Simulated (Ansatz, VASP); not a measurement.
TiB2 in VASP and in Ansatz

```xyz
3
Lattice="3.0292 0.0000 0.0000 -1.5146 2.6234 0.0000 0.0000 0.0000 3.1638" Properties=species:S:1:pos:R:3 pbc="T T T"
Ti    0.0000    0.0000    0.0000
B     0.0000    1.7489    1.5819
B     1.5146    0.8745    1.5819
```

Change from the starting cell: zz strain of -2 %, crystal datasets.

Alike in both runs: task electric field gradients; functional PBE; k mesh 15 × 15 × 13; occupations fermi-dirac, width 0.08 eV; no spin polarisation.

```csv
,VASP,Ansatz
version,VASP 6.6.1,Ansatz 0.2.0
potentials or method,"VASP PAW PBE potentials, release 64 (Ti_sv, B), cutoff 520 eV","all-electron PAW with datasets made for the crystal, scalar-relativistic"
```

|  | VASP | Ansatz | Ansatz less VASP |
| --- | --- | --- | --- |
| pressure (GPa) | 5.1 | 4.9 | -0.17 |
| traceless stress, the component that is largest in VASP (GPa) | 4.18 | 4.21 | +0.032 |
| size of Vzz on the site where it differs most (V/Å²) | 15.2 | 17.9 | +2.73 |

Ansatz ran all-electron here, and VASP with PAW potentials. Ansatz's warnings: printed levels off.
